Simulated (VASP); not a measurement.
Si, 2 atoms in the cell. The structure is cubic, space group Fd-3m (No. 227). The conventional cell has a = 5.470 Å, b = 5.470 Å, c = 5.470 Å, α = 90.00°, β = 90.00°, γ = 90.00°. Si (site symmetry -43m) has 4 Si at 2.37 Å within 3.1 Å. 

```yaml
Program: VASP 6.6.1
Task: single point
Functional: PBE
Potentials_or_basis: VASP PAW PBE potentials, release 64 (Si)
Cutoff: 500 eV
k_mesh: 10 × 10 × 10
Occupations: gaussian, width 0.02 eV
Spin: no spin polarisation
Dipole_correction: no
Further_INCAR_settings: ALGO = Normal; EDIFF = 1e-06; NBANDS = 11
```

Potentials or basis: VASP PAW PBE potentials, release 64 (Si).

Launch:

```bash
$ cat potpaw_PBE.64/Si/POTCAR > POTCAR
$ mpirun -np 1 vasp_std > vasp.out
```

Hardware: 1 thread of AMD EPYC 7R13, with other jobs on the host.

Question: How long does it take, and how much memory?

Answer: It took 36 s on 1 thread of AMD EPYC 7R13 (shared host), peak memory 0.12 GiB. Counts: scf iterations 11, k points 47.
